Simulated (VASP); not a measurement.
# C (Fd-3m) in VASP: further runs

C is run at these levels: PBE; tasks: single point.

Program: VASP 6.6.1. These are calculated values, not measurements. Logs are shortened: lines on timing, memory, paths and dates and some standing lists are left out, and cuts for length are marked.

## (1) The cell of the first run

The structure is cubic, space group Fd-3m (No. 227). The conventional cell has a = 4.518 Å, b = 4.518 Å, c = 4.518 Å, α = 90.00°, β = 90.00°, γ = 90.00°. C (site symmetry -43m) has 4 C at 1.96 Å within 2.6 Å.

## (2) Single point, PBE

File INCAR:

```
SYSTEM = C
  PREC = Accurate
  ENCUT = 600
  EDIFF = 1E-6
  ISMEAR = 0
  SIGMA = 0.1
  LREAL = .False.
  LASPH = .True.
  NELM = 120
  ALGO = Normal
  ISIF = 2
  LWAVE = .False.
  LCHARG = .False.
  GGA = PE
  NBANDS = 11
  GGA_COMPAT = .False.
```

File KPOINTS:

```
Automatic mesh
0
Gamma
  8 8 8
  0 0 0
```

File POSCAR:

```
C
1.0
    0.0000000000      2.2589656651      2.2589656651
    2.2589656651      0.0000000000      2.2589656651
    2.2589656651      2.2589656651      0.0000000000
C
2
Direct
    0.0000000000      0.0000000000      0.0000000000
    0.2500000000      0.2500000000      0.2500000000
```

Potentials or basis: VASP PAW PBE potentials, release 64 (C).

The run is started by

```bash
> cat potpaw_PBE.64/C/POTCAR > POTCAR
> mpirun -np 1 vasp_std > vasp.out
```

OUTCAR:

```text
SYSTEM = C
   PREC = Accurate
   ENCUT = 600
   EDIFF = 1E-6
   ISMEAR = 0
   LREAL = .False.
   LASPH = .True.
   NELM = 120
   ISIF = 2
   GGA = PE

 ion  position               nearest neighbor table
   1  0.000  0.000  0.000-   2 1.96   2 1.96   2 1.96   2 1.96
   2  0.250  0.250  0.250-   1 1.96   1 1.96   1 1.96   1 1.96

  LATTYP: Found a face centered cubic cell.
 ALAT       =     4.5179313302

  Lattice vectors:

 A1 = (   0.0000000000,   2.2589656651,   2.2589656651)
 A2 = (   2.2589656651,   0.0000000000,   2.2589656651)
 A3 = (   2.2589656651,   2.2589656651,   0.0000000000)

Analysis of symmetry for initial positions (statically):
=====================================================================
 Subroutine PRICEL returns:
 Original cell was already a primitive cell.

 Routine SETGRP: Setting up the symmetry group for a
 face centered cubic supercell.

 Subroutine GETGRP returns: Found 48 space group operations
 (whereof 24 operations were pure point group operations)
 out of a pool of 48 trial point group operations.

The static configuration has the point symmetry T_d .
 The point group associated with its full space group is O_h .

Analysis of symmetry for dynamics (positions and initial velocities):
=====================================================================
 Subroutine PRICEL returns:
 Original cell was already a primitive cell.

 Routine SETGRP: Setting up the symmetry group for a
 face centered cubic supercell.

 Subroutine GETGRP returns: Found 48 space group operations
 (whereof 24 operations were pure point group operations)
 out of a pool of 48 trial point group operations.

The dynamic configuration has the point symmetry T_d .
 The point group associated with its full space group is O_h .

 Subroutine INISYM returns: Found 48 space group operations
 (whereof 24 operations are pure point group operations),
 and found     1 'primitive' translations

----------------------------------------------------------------------------------------

                                     Primitive cell

  volume of cell :      23.0547

  direct lattice vectors                    reciprocal lattice vectors
     0.000000000  2.258965665  2.258965665    -0.221340239  0.221340239  0.221340239
     2.258965665  0.000000000  2.258965665     0.221340239 -0.221340239  0.221340239
     2.258965665  2.258965665  0.000000000     0.221340239  0.221340239 -0.221340239

  length of vectors
     3.194659881  3.194659881  3.194659881     0.383372540  0.383372540  0.383372540

  position of ions in fractional coordinates (direct lattice)
     0.000000000  0.000000000  0.000000000
     0.250000000  0.250000000  0.250000000

  ion indices of the primitive-cell ions
   primitive index   ion index
                 1           1
                 2           2

----------------------------------------------------------------------------------------

 KPOINTS: Automatic mesh

Automatic generation of k-mesh.
 Grid dimensions read from file:
 generate k-points for:    8    8    8

 Generating k-lattice:

  Cartesian coordinates                     Fractional coordinates (reciprocal lattice)
    -0.027667530  0.027667530  0.027667530     0.125000000  0.000000000  0.000000000
     0.027667530 -0.027667530  0.027667530     0.000000000  0.125000000  0.000000000
     0.027667530  0.027667530 -0.027667530     0.000000000  0.000000000  0.125000000

  Length of vectors
     0.047921567  0.047921567  0.047921567

  Shift w.r.t. Gamma in fractional coordinates (k-lattice)
     0.000000000  0.000000000  0.000000000

 Subroutine IBZKPT returns following result:
 ===========================================

 Found     29 irreducible k-points:

 Following reciprocal coordinates:
            Coordinates               Weight
  0.000000  0.000000  0.000000      1.000000
  0.125000  0.000000  0.000000      8.000000
  0.250000  0.000000  0.000000      8.000000
  0.375000  0.000000  0.000000      8.000000
  0.500000  0.000000  0.000000      4.000000
  0.125000  0.125000  0.000000      6.000000
[... 16 lines left out ...]
  0.500000  0.250000  0.125000     48.000000
 -0.375000  0.250000  0.125000     24.000000
 [... further k-points ...]
   k-points           NKPTS =     29   k-points in BZ     NKDIM =     29   number of bands    NBANDS=     11
   number of dos      NEDOS =    301   number of ions     NIONS =      2
   total plane-waves  NPLWV =  21952
   dimension x,y,z NGX =    28 NGY =   28 NGZ =   28
   dimension x,y,z NGXF=    56 NGYF=   56 NGZF=   56
   ions per type =               2
   NGX,Y,Z   is equivalent  to a cutoff of  14.57, 14.57, 14.57 a.u.
   NGXF,Y,Z  is equivalent  to a cutoff of  29.14, 29.14, 29.14 a.u.
 SYSTEM =  C
   PREC   = accura    normal or accurate (medium, high low for compatibility)
   ISTART =      0    job   : 0-new  1-cont  2-samecut
   ICHARG =      2    charge: 1-file 2-atom 10-const
   ISPIN  =      1    spin polarized calculation?
   LNONCOLLINEAR =      F non collinear calculations
   LSORBIT =      F    spin-orbit coupling
   LASPH  =      T    aspherical Exc in radial PAW
   ENCUT  =  600.0 eV  44.10 Ry    6.64 a.u.   6.38  6.38  6.38*2*pi/ulx,y,z
   NELM   =    120;   NELMIN=  2; NELMDL= -5     # of ELM steps
   EDIFF  = 0.1E-05   stopping-criterion for ELM
   LREAL  =      F    real-space projection
   EDIFFG = 0.1E-04   stopping-criterion for IOM
   NSW    =      0    number of steps for IOM
   IBRION =     -1    ionic relax: 0-MD 1-quasi-New 2-CG
   NFREE  =      0    steps in history (QN), initial steepest desc. (CG)
   ISIF   =      2    stress and relaxation
   ISYM   =      2    0-nonsym 1-usesym 2-fastsym
   POTIM  = 0.5000    time-step for ionic-motion
   TEBEG  =    0.0;   TEEND  =   0.0 temperature during run
   PSTRESS=    0.0 pullay stress
   NELECT =       8.0000    total number of electrons
   NUPDOWN=      -1.0000    fix difference up-down
   EMIN   =  10.00;   EMAX   =-10.00  energy-range for DOS
   EFERMI =   0.00;   METHOD = LEGACY
   ISMEAR =     0;   SIGMA  =   0.10  broadening in eV -4-tet -1-fermi 0-gaus
   EFERMI_NEDOS =   21; number of points for ismear=-14 and -15
   IALGO  =     38    algorithm
   IMIX   =      4    mixing-type and parameters
     AMIX     =   0.40;   BMIX     =  1.00
     AMIX_MAG =   1.60;   BMIX_MAG =  1.00
  volume/ion in A,a.u.               =      11.53        77.79
  Fermi-wavevector in a.u.,A,eV,Ry     =   1.150408  2.173956 18.006473  1.323438
  Thomas-Fermi vector in A             =   2.287072
   LORBIT       =      0    0 simple, 1 ext, 2 COOP (PROOUT), +10 PAW based schemes
   GGA     = PE    functional components
   LHFCALC =     F    Hartree Fock is set to
   AEXX    =    0.0000 exact exchange contribution
   IVDW    =     0    specifies the selected vdW correction
   LEPSILON=     F    determine dielectric tensor
   LRPA    =     F    only Hartree local field effects (RPA)
 non-spin polarized calculation
 Gauss-broadening in eV      SIGMA  =   0.10
  energy-cutoff  :      600.00
  volume of cell :       23.05
 maximum number of plane-waves:       783
 NGX is ok and might be reduce to    28
   NGX = 13   NGY = 13   NGZ = 13

 number of electron       8.0000000 magnetization

 Free energy of the ion-electron system (eV)
  ---------------------------------------------------
  ext. energy  EPLUGINS =         0.00000000
  ---------------------------------------------------
  free energy    TOTEN  =       -13.34037435 eV

  energy without entropy =      -13.34037435  energy(sigma->0) =      -13.34037435

 E-fermi :   2.3642     XC(G=0):  -9.9444

 val. band max:        1.8970499264   @ k =   0.0000   0.0000   0.0000
 cond. band min:       2.9071259520   @ k =   0.0000   0.0000   0.0000
 fundamental gap:      1.0100760256
 Fermi energy:         2.3642009916

 k-point     1 :       0.0000    0.0000    0.0000
  band No.  band energies     occupation
      1     -12.2369      2.00000
      2       1.8970      2.00000
      3       1.8970      2.00000
      4       1.8970      2.00000
      5       2.9071      0.00000
      6       5.5999      0.00000
      7       5.5999      0.00000
      8       5.6000      0.00000
      9      14.2929      0.00000
     10      21.9957      0.00000
     11      21.9957      0.00000

 k-point     2 :       0.1250    0.0000    0.0000
  band No.  band energies     occupation
      1     -11.9898      2.00000
      2      -0.0790      2.00000
      3       1.6050      2.00000
      4       1.6050      2.00000
      5       3.8055      0.00000
      6       5.9789      0.00000
      7       5.9789      0.00000
      8       6.3141      0.00000
      9      14.7621      0.00000
     10      20.2698      0.00000
     11      20.2698      0.00000

 k-point     3 :       0.2500    0.0000    0.0000
  band No.  band energies     occupation
      1     -11.2735      2.00000
      2      -2.6277      2.00000
      3       1.0658      2.00000
      4       1.0658      2.00000
      5       3.7952      0.00000
      6       6.6786      0.00000
      7       6.6786      0.00000
      8       8.0669      0.00000
      9      15.5542      0.00000
     10      19.4317      0.00000
     11      19.4317      0.00000

 k-point     4 :       0.3750    0.0000    0.0000
  band No.  band energies     occupation
      1     -10.2196      2.00000
      2      -4.8885      2.00000
      3       0.6531      2.00000
      4       0.6531      2.00000
      5       3.5762      0.00000
      6       7.1681      0.00000
      7       7.1681      0.00000
      8       9.6901      0.00000
      9      16.0233      0.00000
     10      18.7141      0.00000
     11      19.7162      0.00000

 k-point     5 :       0.5000    0.0000    0.0000
  band No.  band energies     occupation
      1      -9.5011      2.00000
      2      -6.0250      2.00000
      3       0.5051      2.00000
      4       0.5051      2.00000
      5       3.4838      0.00000
      6       7.3205      0.00000
      7       7.3205      0.00000
      8      10.3845      0.00000
      9      16.3854      0.00000
     10      17.8062      0.00000
     11      20.1759      0.00000
[... 211 lines left out ...]
 k-point    21 :       0.5000    0.5000    0.0000
  band No.  band energies     occupation
      1      -7.3585      2.00000
      2      -7.3585      2.00000
      3      -1.1550      2.00000
      4      -1.1550      2.00000
      5       4.8491      0.00000
      6       4.8491      0.00000
      7      10.3252      0.00000
      8      10.3252      0.00000
      9      15.9492      0.00000
     10      15.9492      0.00000
     11      24.6204      0.00000

 k-point    22 :       0.3750    0.2500    0.1250
  band No.  band energies     occupation
      1     -10.6414      2.00000
      2      -3.3068      2.00000
      3      -0.7525      2.00000
      4       0.3988      2.00000
      5       5.4203      0.00000
      6       5.8605      0.00000
      7       8.1357      0.00000
      8       8.3728      0.00000
      9      16.0234      0.00000
     10      16.2578      0.00000
     11      20.7825      0.00000

 k-point    23 :       0.5000    0.2500    0.1250
  band No.  band energies     occupation
      1      -9.6030      2.00000
      2      -4.9818      2.00000
      3      -1.4695      2.00000
      4      -0.0832      2.00000
      5       5.4344      0.00000
      6       6.8536      0.00000
      7       8.4706      0.00000
      8       9.1384      0.00000
      9      15.7042      0.00000
     10      16.5326      0.00000
     11      20.5043      0.00000

 k-point    24 :      -0.3750    0.2500    0.1250
  band No.  band energies     occupation
      1      -8.8745      2.00000
      2      -5.9839      2.00000
      3      -1.6584      2.00000
      4      -0.3086      2.00000
      5       5.3897      0.00000
      6       7.3136      0.00000
      7       8.5147      0.00000
      8       9.6201      0.00000
      9      15.2550      0.00000
     10      16.8425      0.00000
     11      20.6213      0.00000

 [... further k-points ...]

------------------------ aborting loop because EDIFF is reached ----------------------------------------

  FORCE on cell =-STRESS in cart. coord.  units (eV):
  Direction    XX          YY          ZZ          XY          YZ          ZX
  --------------------------------------------------------------------------------------
  -------------------------------------------------------------------------------------
  Total      -10.1994813    -10.1994813    -10.1994813      0.0000000      0.0000000      0.0000000
  in kB     -708.8099157   -708.8099157   -708.8099157      0.0000000      0.0000000      0.0000000
  external PRESSURE =    -708.8099157 kB  Pullay stress =       0.0000000 kB

 VOLUME and BASIS-vectors are now :
 -----------------------------------------------------------------------------
  energy-cutoff  :      600.00
  volume of cell :       23.05
      direct lattice vectors                 reciprocal lattice vectors
     0.000000000  2.258965665  2.258965665    -0.221340239  0.221340239  0.221340239
     2.258965665  0.000000000  2.258965665     0.221340239 -0.221340239  0.221340239
     2.258965665  2.258965665  0.000000000     0.221340239  0.221340239 -0.221340239

 POSITION                                       TOTAL-FORCE (eV/Angst)
 -----------------------------------------------------------------------------------
      0.00000      0.00000      0.00000        -0.000000     -0.000000      0.000000
      1.12948      1.12948      1.12948         0.000000      0.000000     -0.000000
 -----------------------------------------------------------------------------------
    total drift:                                0.000000      0.000000      0.000000

  FREE ENERGIE OF THE ION-ELECTRON SYSTEM (eV)
  ---------------------------------------------------
  free  energy   TOTEN  =       -13.3403743465 eV

  energy  without entropy=      -13.3403743465  energy(sigma->0) =      -13.34037435
```

It took 7.1 s on 1 thread of Intel Xeon Platinum 8259CL at 2.50GHz (Skylake/Cascade Lake), shared host; peak memory 0.14 GiB.

What came out:

* Free energy: -13.3404 eV
* Pressure: -70.9 GPa
* Band gap on the k mesh: 1.01 eV

Levels at points of the mesh, in eV from the valence-band top:
```tsv
k point	band 1	band 2	band 3	band 4	band 5	band 6	band 7	band 8	band 9
(0.00, 0.00, 0.00)	-14.13	0.00	0.00	0.00	1.01	3.70	3.70	3.70	12.40
(0.50, 0.00, 0.00)	-11.40	-7.92	-1.39	-1.39	1.59	5.42	5.42	8.49	14.49
(0.50, 0.50, 0.00)	-9.26	-9.26	-3.05	-3.05	2.95	2.95	8.43	8.43	14.05
```

Caveat: the cell stands under tension.

## (3) Single point, PBE

This run uses another cell than the first one, of 5.70 Å³/atom.

File INCAR:

```
PREC = Accurate
ENCUT = 600
EDIFF = 1E-6
ISMEAR = 0
SIGMA = 0.02
LREAL = False
LASPH = True
NELM = 120
ALGO = Normal
ISIF = 2
LWAVE = False
LCHARG = False
GGA = PE
NBANDS = 11
GGA_COMPAT = False
```

File KPOINTS:

```
regular mesh
0
Gamma
  12 12 12
```

File POSCAR:

```
C
1.0
    0.0000000000      1.7858179538      1.7858179538
    1.7858179538      0.0000000000      1.7858179538
    1.7858179538      1.7858179538      0.0000000000
C
2
Direct
    0.0000000000      0.0000000000      0.0000000000
    0.2500000000      0.2500000000      0.2500000000
```

Potentials or basis: VASP PAW PBE potentials, release 64 (C).

The run is started by

```bash
> cat potpaw_PBE.64/C/POTCAR > POTCAR
> mpirun -np 1 vasp_std > vasp.out
```

It took 7.2 s on 1 thread of Intel Xeon Platinum 8259CL at 2.50GHz (Skylake/Cascade Lake), shared host; peak memory 0.12 GiB.

It converged, with:

| Quantity | Value |
| --- | --- |
| Free energy | -18.1905 eV |
| Pressure | 0.0 GPa |
| Band gap on the k mesh | 4.14 eV (least direct gap 5.58 eV) |

Levels at points of the mesh, in eV from the valence-band top:
```csv
k point,band 1,band 2,band 3,band 4,band 5,band 6,band 7,band 8,band 9
"(0.00, 0.00, 0.00)",-21.42,0.00,0.00,0.00,5.58,5.58,5.58,13.24,19.24
"(0.50, 0.00, 0.00)",-15.67,-13.33,-2.79,-2.79,8.44,8.44,8.79,15.66,21.83
"(0.50, 0.50, 0.00)",-12.74,-12.74,-6.27,-6.27,4.75,4.75,16.74,16.74,23.15
```

A k mesh can miss the band edges.
